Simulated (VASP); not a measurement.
# Si2As (Fm-3m) in VASP: notebook

Si2As is run at these levels: PBE; tasks: single point, relaxation of cell and atoms.

Program: VASP 6.6.1. These are calculated values, not measurements. Logs are shortened: lines on timing, memory, paths and dates and some standing lists are left out, and cuts for length are marked.

## (1) The cell of the first run

The structure is cubic, space group Fm-3m (No. 225). The conventional cell has a = 5.829 Å, b = 5.829 Å, c = 5.829 Å, α = 90.00°, β = 90.00°, γ = 90.00°. Within 3.3 Å of Si (site symmetry -43m) lie 4 As at 2.52 Å and 6 Si at 2.91 Å. As (site symmetry m-3m) has 8 Si at 2.52 Å within 3.3 Å.

## (2) Single point, PBE

Input file INCAR:

```
PREC = Accurate ; ENCUT = 520
EDIFF = 1E-6 ; ISMEAR = 0
SIGMA = 0.1 ; LREAL = False
LASPH = True ; NELM = 60
ALGO = Normal ; ISIF = 2
LWAVE = False ; LCHARG = False
GGA = PE ; NBANDS = 14
```

Input file KPOINTS:

```
Automatic mesh
0
Gamma
  6 6 6
```

Input file POSCAR:

```
Si2As
1.0
    0.0000000000      2.9145197069      2.9145197069
    2.9145197069      0.0000000000      2.9145197069
    2.9145197069      2.9145197069      0.0000000000
Si As
2 1
Direct
    0.2500000000      0.2500000000      0.2500000000
    0.7500000000      0.7500000000      0.7500000000
    0.0000000000      0.0000000000      0.0000000000
```

Potentials or basis: VASP PAW PBE potentials, release 64 (Si, As).

Launch:

```sh
$ cat potpaw_PBE.64/Si/POTCAR potpaw_PBE.64/As/POTCAR > POTCAR
$ mpirun -np 1 vasp_std > vasp.out
```

OUTCAR:

```text
PREC = Accurate
   ENCUT = 520
   EDIFF = 1E-6
   ISMEAR = 0
   LREAL = False
   LASPH = True
   NELM = 60
   ISIF = 2
   GGA = PE

 ion  position               nearest neighbor table
   1  0.250  0.250  0.250-   3 2.52   3 2.52   3 2.52   3 2.52   2 2.91   2 2.91   2 2.91   2 2.91
                             2 2.91   2 2.91
   2  0.750  0.750  0.750-   3 2.52   3 2.52   3 2.52   3 2.52   1 2.91   1 2.91   1 2.91   1 2.91
                             1 2.91   1 2.91
   3  0.000  0.000  0.000-   2 2.52   2 2.52   2 2.52   1 2.52   2 2.52   1 2.52   1 2.52   1 2.52

  LATTYP: Found a face centered cubic cell.
 ALAT       =     5.8290394138

  Lattice vectors:

 A1 = (   0.0000000000,   2.9145197069,   2.9145197069)
 A2 = (   2.9145197069,   0.0000000000,   2.9145197069)
 A3 = (   2.9145197069,   2.9145197069,   0.0000000000)

Analysis of symmetry for initial positions (statically):
=====================================================================
 Subroutine PRICEL returns:
 Original cell was already a primitive cell.

 Routine SETGRP: Setting up the symmetry group for a
 face centered cubic supercell.

 Subroutine GETGRP returns: Found 48 space group operations
 (whereof 48 operations were pure point group operations)
 out of a pool of 48 trial point group operations.

The static configuration has the point symmetry O_h .

Analysis of symmetry for dynamics (positions and initial velocities):
=====================================================================
 Subroutine PRICEL returns:
 Original cell was already a primitive cell.

 Routine SETGRP: Setting up the symmetry group for a
 face centered cubic supercell.

 Subroutine GETGRP returns: Found 48 space group operations
 (whereof 48 operations were pure point group operations)
 out of a pool of 48 trial point group operations.

The dynamic configuration has the point symmetry O_h .

 Subroutine INISYM returns: Found 48 space group operations
 (whereof 48 operations are pure point group operations),
 and found     1 'primitive' translations

----------------------------------------------------------------------------------------

                                     Primitive cell

  volume of cell :      49.5143

  direct lattice vectors                    reciprocal lattice vectors
     0.000000000  2.914519707  2.914519707    -0.171554853  0.171554853  0.171554853
     2.914519707  0.000000000  2.914519707     0.171554853 -0.171554853  0.171554853
     2.914519707  2.914519707  0.000000000     0.171554853  0.171554853 -0.171554853

  length of vectors
     4.121753297  4.121753297  4.121753297     0.297141722  0.297141722  0.297141722

  position of ions in fractional coordinates (direct lattice)
     0.250000000  0.250000000  0.250000000
     0.750000000  0.750000000  0.750000000
     0.000000000  0.000000000  0.000000000

  ion indices of the primitive-cell ions
   primitive index   ion index
                 1           1
                 2           2
                 3           3

----------------------------------------------------------------------------------------

 KPOINTS: Automatic mesh

Automatic generation of k-mesh.
 Grid dimensions read from file:
 generate k-points for:    6    6    6

 Generating k-lattice:

  Cartesian coordinates                     Fractional coordinates (reciprocal lattice)
    -0.028592476  0.028592476  0.028592476     0.166666667  0.000000000  0.000000000
     0.028592476 -0.028592476  0.028592476     0.000000000  0.166666667  0.000000000
     0.028592476  0.028592476 -0.028592476     0.000000000  0.000000000  0.166666667

  Length of vectors
     0.049523620  0.049523620  0.049523620

  Shift w.r.t. Gamma in fractional coordinates (k-lattice)
     0.000000000  0.000000000  0.000000000

 Subroutine IBZKPT returns following result:
 ===========================================

 Found     16 irreducible k-points:

 Following reciprocal coordinates:
            Coordinates               Weight
  0.000000  0.000000  0.000000      1.000000
  0.166667  0.000000  0.000000      8.000000
  0.333333  0.000000  0.000000      8.000000
  0.500000  0.000000  0.000000      4.000000
  0.166667  0.166667  0.000000      6.000000
  0.333333  0.166667  0.000000     24.000000
[... 8 lines left out ...]
 -0.333333  0.333333  0.166667     24.000000
 -0.333333  0.500000  0.166667     12.000000
   k-points           NKPTS =     16   k-points in BZ     NKDIM =     16   number of bands    NBANDS=     14
   number of dos      NEDOS =    301   number of ions     NIONS =      3
   total plane-waves  NPLWV =  32768
   dimension x,y,z NGX =    32 NGY =   32 NGZ =   32
   dimension x,y,z NGXF=    64 NGYF=   64 NGZF=   64
   ions per type =               2   1
   NGX,Y,Z   is equivalent  to a cutoff of  12.91, 12.91, 12.91 a.u.
   NGXF,Y,Z  is equivalent  to a cutoff of  25.81, 25.81, 25.81 a.u.
 SYSTEM =  unknown system
   PREC   = accura    normal or accurate (medium, high low for compatibility)
   ISTART =      0    job   : 0-new  1-cont  2-samecut
   ICHARG =      2    charge: 1-file 2-atom 10-const
   ISPIN  =      1    spin polarized calculation?
   LNONCOLLINEAR =      F non collinear calculations
   LSORBIT =      F    spin-orbit coupling
   LASPH  =      T    aspherical Exc in radial PAW
   ENCUT  =  520.0 eV  38.22 Ry    6.18 a.u.   7.66  7.66  7.66*2*pi/ulx,y,z
   NELM   =     60;   NELMIN=  2; NELMDL= -5     # of ELM steps
   EDIFF  = 0.1E-05   stopping-criterion for ELM
   LREAL  =      F    real-space projection
   EDIFFG = 0.1E-04   stopping-criterion for IOM
   NSW    =      0    number of steps for IOM
   IBRION =     -1    ionic relax: 0-MD 1-quasi-New 2-CG
   NFREE  =      0    steps in history (QN), initial steepest desc. (CG)
   ISIF   =      2    stress and relaxation
   ISYM   =      2    0-nonsym 1-usesym 2-fastsym
   POTIM  = 0.5000    time-step for ionic-motion
   TEBEG  =    0.0;   TEEND  =   0.0 temperature during run
   PSTRESS=    0.0 pullay stress
   NELECT =      13.0000    total number of electrons
   NUPDOWN=      -1.0000    fix difference up-down
   EMIN   =  10.00;   EMAX   =-10.00  energy-range for DOS
   EFERMI =   0.00;   METHOD = LEGACY
   ISMEAR =     0;   SIGMA  =   0.10  broadening in eV -4-tet -1-fermi 0-gaus
   EFERMI_NEDOS =   21; number of points for ismear=-14 and -15
   IALGO  =     38    algorithm
   IMIX   =      4    mixing-type and parameters
     AMIX     =   0.40;   BMIX     =  1.00
     AMIX_MAG =   1.60;   BMIX_MAG =  1.00
  volume/ion in A,a.u.               =      16.50       111.38
  Fermi-wavevector in a.u.,A,eV,Ry     =   1.048284  1.980970 14.951433  1.098899
  Thomas-Fermi vector in A             =   2.183199
   LORBIT       =      0    0 simple, 1 ext, 2 COOP (PROOUT), +10 PAW based schemes
   GGA     = PE    functional components
   LHFCALC =     F    Hartree Fock is set to
   AEXX    =    0.0000 exact exchange contribution
   IVDW    =     0    specifies the selected vdW correction
   LEPSILON=     F    determine dielectric tensor
   LRPA    =     F    only Hartree local field effects (RPA)
 non-spin polarized calculation
 Gauss-broadening in eV      SIGMA  =   0.10
  energy-cutoff  :      520.00
  volume of cell :       49.51
 maximum number of plane-waves:      1363
 NGX is ok and might be reduce to    32
   NGX = 15   NGY = 15   NGZ = 15

 number of electron      13.0000000 magnetization

 Free energy of the ion-electron system (eV)
  ---------------------------------------------------
  ext. energy  EPLUGINS =         0.00000000
  ---------------------------------------------------
  free energy    TOTEN  =       -13.13851605 eV

  energy without entropy =      -13.12377118  energy(sigma->0) =      -13.13114361

 E-fermi :   8.3526     XC(G=0): -10.7166

 val. band max:        8.3371699281   @ k =   0.1667   0.1667   0.0000
 cond. band min:       8.3860797083   @ k =   0.5000   0.1667   0.0000
 fundamental gap:      0.0489097802
 Fermi energy:         8.3525602931

 k-point     1 :       0.0000    0.0000    0.0000
  band No.  band energies     occupation
      1      -7.0656      2.00000
      2       5.1779      2.00000
      3       5.1779      2.00000
      4       5.1779      2.00000
      5       5.3433      2.00000
      6       6.0504      2.00000
      7       6.3842      2.00000
      8       6.3842      2.00000
      9       6.3842      2.00000
     10      12.1773      0.00000
     11      12.1773      0.00000
     12      12.1773      0.00000
     13      12.6139      0.00000
     14      12.6139      0.00000

 k-point     2 :       0.1667    0.0000    0.0000
  band No.  band energies     occupation
      1      -6.7615      2.00000
      2       2.0894      2.00000
      3       4.5525      2.00000
      4       4.5545      2.00000
      5       4.5545      2.00000
      6       7.1137      2.00000
      7       7.1137      2.00000
      8       7.4161      2.00000
      9       9.6013      0.00000
     10      10.8788      0.00000
     11      10.8788      0.00000
     12      11.9878      0.00000
     13      15.0992      0.00000
     14      15.0992      0.00000

 k-point     3 :       0.3333    0.0000    0.0000
  band No.  band energies     occupation
      1      -5.9319      2.00000
      2      -0.6833      2.00000
      3       3.7566      2.00000
      4       3.9586      2.00000
      5       3.9586      2.00000
      6       7.3161      2.00000
      7       7.3161      2.00000
      8       8.9120      0.00000
      9      11.2597      0.00000
     10      11.6426      0.00000
     11      11.6426      0.00000
     12      14.7293      0.00000
     13      17.2919      0.00000
     14      18.1318      0.00000

 k-point     4 :       0.5000    0.0000    0.0000
  band No.  band energies     occupation
      1      -5.2365      2.00000
      2      -2.0376      2.00000
      3       3.4983      2.00000
      4       3.7581      2.00000
      5       3.7581      2.00000
      6       7.1388      2.00000
      7       7.1388      2.00000
      8       9.0969      0.00000
      9      13.4262      0.00000
     10      13.4262      0.00000
     11      13.5736      0.00000
     12      13.7905      0.00000
     13      15.5869      0.00000
     14      15.5869      0.00000

 k-point     5 :       0.1667    0.1667    0.0000
  band No.  band energies     occupation
      1      -6.6581      2.00000
      2       2.3678      2.00000
      3       3.6949      2.00000
      4       3.6949      2.00000
      5       3.9893      2.00000
      6       7.6830      2.00000
      7       8.3372      1.17230
      8       8.3372      1.17230
      9       9.2275      0.00000
     10       9.5464      0.00000
     11      12.9860      0.00000
[... 140 lines left out ...]
 k-point    14 :       0.5000    0.3333    0.1667
  band No.  band energies     occupation
      1      -5.2260      2.00000
      2      -0.5835      2.00000
      3       0.2544      2.00000
      4       2.4944      2.00000
      5       5.6656      2.00000
      6       7.2776      2.00000
      7       8.0531      1.99998
      8      10.3780      0.00000
      9      12.2626      0.00000
     10      12.8060      0.00000
     11      13.1866      0.00000
     12      15.4747      0.00000
     13      16.1821      0.00000
     14      17.0861      0.00000

 k-point    15 :      -0.3333    0.3333    0.1667
  band No.  band energies     occupation
      1      -4.6215      2.00000
      2      -1.3800      2.00000
      3      -0.2736      2.00000
      4       2.0782      2.00000
      5       6.4773      2.00000
      6       6.7805      2.00000
      7       9.6061      0.00000
      8      10.1699      0.00000
      9      10.8694      0.00000
     10      13.1583      0.00000
     11      14.1809      0.00000
     12      15.0190      0.00000
     13      17.7290      0.00000
     14      18.8297      0.00000

 k-point    16 :      -0.3333    0.5000    0.1667
  band No.  band energies     occupation
      1      -4.3247      2.00000
      2      -1.6105      2.00000
      3      -0.2049      2.00000
      4       1.5485      2.00000
      5       5.2623      2.00000
      6       7.3103      2.00000
      7       9.1641      0.00000
      8      10.8590      0.00000
      9      13.2905      0.00000
     10      14.1112      0.00000
     11      14.3599      0.00000
     12      14.8471      0.00000
     13      17.8612      0.00000
     14      18.3980      0.00000

------------------------ aborting loop because EDIFF is reached ----------------------------------------

  FORCE on cell =-STRESS in cart. coord.  units (eV):
  Direction    XX          YY          ZZ          XY          YZ          ZX
  --------------------------------------------------------------------------------------
  -------------------------------------------------------------------------------------
  Total        4.2777616      4.2777616      4.2777616      0.0000000      0.0000000      0.0000000
  in kB      138.4191492    138.4191492    138.4191492      0.0000000      0.0000000      0.0000000
  external PRESSURE =     138.4191492 kB  Pullay stress =       0.0000000 kB

 VOLUME and BASIS-vectors are now :
 -----------------------------------------------------------------------------
  energy-cutoff  :      520.00
  volume of cell :       49.51
      direct lattice vectors                 reciprocal lattice vectors
     0.000000000  2.914519707  2.914519707    -0.171554853  0.171554853  0.171554853
     2.914519707  0.000000000  2.914519707     0.171554853 -0.171554853  0.171554853
     2.914519707  2.914519707  0.000000000     0.171554853  0.171554853 -0.171554853

 POSITION                                       TOTAL-FORCE (eV/Angst)
 -----------------------------------------------------------------------------------
      1.45726      1.45726      1.45726        -0.000000     -0.000000     -0.000000
      4.37178      4.37178      4.37178         0.000000      0.000000      0.000000
      0.00000      0.00000      0.00000         0.000000     -0.000000      0.000000
 -----------------------------------------------------------------------------------
    total drift:                                0.000000     -0.000000      0.000000

  FREE ENERGIE OF THE ION-ELECTRON SYSTEM (eV)
  ---------------------------------------------------
  free  energy   TOTEN  =       -13.1385160499 eV

  energy  without entropy=      -13.1237711754  energy(sigma->0) =      -13.13114361
```

Run time: 5.3 s. Hardware: 1 thread of Intel Xeon Platinum 8488C (Sapphire Rapids), shared host; peak memory 0.17 GiB.

What came out:

```yaml
Free_energy: -13.1385 eV
Pressure: 13.8 GPa
Band_gap_on_the_k_mesh: zero (an odd number of electrons rules out a gap without spin polarisation)
```

Levels at points of the mesh, in eV from the Fermi level:
| k point | band 4 | band 5 | band 6 | band 7 | band 8 | band 9 | band 10 | band 11 |
| --- | --- | --- | --- | --- | --- | --- | --- | --- |
| (0.00, 0.00, 0.00) | -3.17 | -3.01 | -2.30 | -1.97 | -1.97 | -1.97 | 3.82 | 3.82 |
| (0.50, 0.00, 0.00) | -4.59 | -4.59 | -1.21 | -1.21 | 0.74 | 5.07 | 5.07 | 5.22 |
| (0.50, 0.50, 0.00) | -6.32 | -6.18 | -2.72 | 4.71 | 4.71 | 5.43 | 5.58 | 5.58 |

Caveat: the cell stands under pressure; an odd number of electrons without spin polarisation forces a metal; a magnetic or distorted state may lie lower.

## (3) Single point, PBE

This run uses another cell than the first one, of 19.36 Å³/atom.

Input file INCAR:

```
  PREC = Accurate
  ENCUT = 520
  EDIFF = 1E-6
  ISMEAR = 0
  SIGMA = 0.1
  LREAL = False
  LASPH = True
  NELM = 60
  ALGO = Normal
  ISIF = 2
  LWAVE = False
  LCHARG = False
  GGA = PE
  NBANDS = 14
```

Input file KPOINTS:

```
regular mesh
0
Gamma
  6 6 6
```

Input file POSCAR:

```
Si2As
1.0
    0.0000000000      3.0737966297      3.0737966297
    3.0737966297      0.0000000000      3.0737966297
    3.0737966297      3.0737966297      0.0000000000
Si As
2 1
Direct
    0.2500000000      0.2500000000      0.2500000000
    0.7500000000      0.7500000000      0.7500000000
    0.0000000000      0.0000000000      0.0000000000
```

Potentials or basis: VASP PAW PBE potentials, release 64 (Si, As).

Launch:

```sh
$ cat potpaw_PBE.64/Si/POTCAR potpaw_PBE.64/As/POTCAR > POTCAR
$ mpirun -np 1 vasp_std > vasp.out
```

Wall time 5.3 s (1 thread of Intel Xeon Platinum 8488C (Sapphire Rapids), shared host); peak memory 0.18 GiB.

Results (log left out):

| Item | Value |
| --- | --- |
| Free energy | -13.4536 eV |
| Pressure | 0.1 GPa |
| Band gap on the k mesh | zero (an odd number of electrons rules out a gap without spin polarisation) |

Levels at points of the mesh, in eV from the Fermi level:
```
           k point  band 2  band 3  band 4  band 5  band 6  band 7  band 8  band 9  band 10  band 11
(0.00, 0.00, 0.00)   -4.11   -3.28   -2.86   -2.86   -2.86   -1.76   -1.76   -1.76     3.45     3.45
(0.50, 0.00, 0.00)   -9.51   -5.35   -4.11   -4.11   -0.99   -0.99    0.15    3.90     4.43     4.43
(0.50, 0.50, 0.00)   -9.65   -6.22   -5.60   -5.60   -2.38    3.85    3.94    3.94     4.77     4.77
```

Caveat: an odd number of electrons without spin polarisation forces a metal; a magnetic or distorted state may lie lower.

## (4) Relaxation of cell and atoms, PBE

Input file INCAR:

```
SYSTEM = Si2As
  PREC = Accurate
  ENCUT = 600
  EDIFF = 1E-7
  ISMEAR = 0
  SIGMA = 0.1
  LREAL = .False.
  LASPH = .True.
  NELM = 60
  ALGO = Normal
  ISIF = 3
  LWAVE = .False.
  LCHARG = .False.
  GGA = PE
  IBRION = 2
  NSW = 90
  EDIFFG = -0.04
```

Input file KPOINTS:

```
regular mesh
0
Gamma
  6 6 6
  0 0 0
```

Input file POSCAR:

```
Si2As
1.0
    0.0000000000      2.9145197069      2.9145197069
    2.9145197069      0.0000000000      2.9145197069
    2.9145197069      2.9145197069      0.0000000000
Si As
2 1
Direct
    0.2500000000      0.2500000000      0.2500000000
    0.7500000000      0.7500000000      0.7500000000
    0.0000000000      0.0000000000      0.0000000000
```

Launch:

```sh
$ cat potpaw_PBE.64/Si/POTCAR potpaw_PBE.64/As/POTCAR > POTCAR
$ mpirun -np 1 vasp_std > vasp.out
```

It took 20 s on 1 thread of Intel Xeon Platinum 8488C (Sapphire Rapids), shared host; peak memory 0.21 GiB.

It converged, with:

| Quantity | Value |
| --- | --- |
| Free energy | -13.4532 eV |
| Relaxed volume | 19.32 Å³/atom |
| Relaxed cell | a = 4.344 Å, b = 4.344 Å, c = 4.344 Å, α = 60.00°, β = 60.00°, γ = 60.00° |
| Space group after relaxing (to 0.1 Å) | Fm-3m (No. 225) |
| Energy gained by relaxing | 104.8 meV/atom |
| Ionic steps | 3 |
| Pressure after relaxing | 0.2 GPa |
| Band gap on the k mesh | zero (an odd number of electrons rules out a gap without spin polarisation) |

The path:
| step | energy change (eV) | largest force (eV/Å) | pressure (GPa) | volume (Å³) |
| --- | --- | --- | --- | --- |
| 1 | 0.0000 | 0.0000 | 13.84 | 49.51 |
| 2 | -0.2983 | 0.0000 | -2.12 | 60.45 |
| 3 | -0.3144 | 0.0000 | 0.25 | 57.96 |

Final structure:
```
CELL_PARAMETERS angstrom
0.00000 3.07164 3.07164
3.07164 0.00000 3.07164
3.07164 3.07164 0.00000
ATOMIC_POSITIONS crystal
Si 0.25000 0.25000 0.25000
Si 0.75000 0.75000 0.75000
As 0.00000 0.00000 0.00000
```

Levels at points of the mesh, in eV from the Fermi level:
| k point | band 3 | band 4 | band 5 | band 6 | band 7 | band 8 | band 9 | band 10 |
| --- | --- | --- | --- | --- | --- | --- | --- | --- |
| (0.00, 0.00, 0.00) | -3.27 | -2.87 | -2.87 | -2.87 | -1.76 | -1.76 | -1.76 | 3.45 |
| (0.50, 0.00, 0.00) | -5.35 | -4.11 | -4.11 | -0.99 | -0.99 | 0.15 | 3.92 | 4.44 |
| (0.50, 0.50, 0.00) | -6.22 | -5.61 | -5.61 | -2.38 | 3.87 | 3.95 | 3.95 | 4.78 |

Caveat: the volume moved by over 15 % at a fixed basis, so the end points are rough; an odd number of electrons without spin polarisation forces a metal; a magnetic or distorted state may lie lower.

## (5) Overview

| task | cell | cutoff (eV) | gap on the mesh (eV) | pressure (GPa) |
| --- | --- | --- | --- | --- |
| single point | a = 4.122 Å, angles 60.0°, 3 atoms | 520 | none | 13.8 |
| single point | a = 4.347 Å, angles 60.0°, 3 atoms | 520 | none | 0.1 |
| relaxation of cell and atoms | relaxed from a = 4.122 Å, angles 60.0°, 3 atoms | 600 | none | 0.2 |

Alike in all rows: level PBE; potentials or basis VASP PAW PBE potentials, release 64 (Si, As); no spin polarisation; k mesh 6 × 6 × 6; smearing gaussian 0.1 eV.

Caveats: an odd number of electrons without spin polarisation forces a metal; a magnetic or distorted state may lie lower; the cell stands under pressure (at least some runs); the volume moved by over 15 % at a fixed basis, so the end points are rough (at least some runs).

Absolute energies hang on the potentials; compare differences alone.

The gap in the log of VASP goes by the Fermi energy; the results here count the filled bands.